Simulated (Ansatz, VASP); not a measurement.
# WSe2 in VASP and in Ansatz

```
W Se
1.0
     3.21499    0.00000    0.00000
    -1.60750    2.78426    0.00000
     0.00000    0.00000   29.80009
W Se
3 6
Direct
  0.66667 0.33333 0.00000
  0.33333 0.66667 0.76994
  0.33333 0.66667 0.23006
  0.33333 0.66667 0.05577
  0.66667 0.33333 0.82572
  0.66667 0.33333 0.28580
  0.33333 0.66667 0.94423
  0.66667 0.33333 0.71420
  0.66667 0.33333 0.17428
```

Change from the starting cell: strain -0.030 along x and y, +0.000 along z, atoms carried along.

Alike in both runs: task single point; functional r2SCAN; k mesh 12 × 12 × 1; occupations gaussian, width 0.05 eV; no spin polarisation.

|  | VASP | Ansatz |
| --- | --- | --- |
| version | VASP 6.6.1 | Ansatz 0.2.0 |
| potentials or method | VASP PAW PBE potentials, release 64 (W_sv, Se), cutoff 520 eV | scalar-relativistic, plane waves, PAW |
| valence electrons in the cell | 78 | 138 |

Ansatz gave:

- gap on the k mesh at the Fermi level (eV): 1.57
- least direct gap on the mesh (eV): 1.95
- rms of the force components (eV/Å): 0.333

Problem. Estimate VASP's values.

Solution. gap on the k mesh at the Fermi level (eV): 1.57; least direct gap on the mesh (eV): 1.95; rms of the force components (eV/Å): 0.360.

VASP's potentials were made for PBE, not for r2SCAN. Atom by atom the forces differ by 0.027 eV/Å (rms over components). With one functional, cell and mesh, what is left measures potentials, basis and numerics. VASP's potentials hold 78 valence electrons a cell and Ansatz's 138, so a difference there can come from the potentials and not from the codes.

Spin-orbit coupling is off throughout.
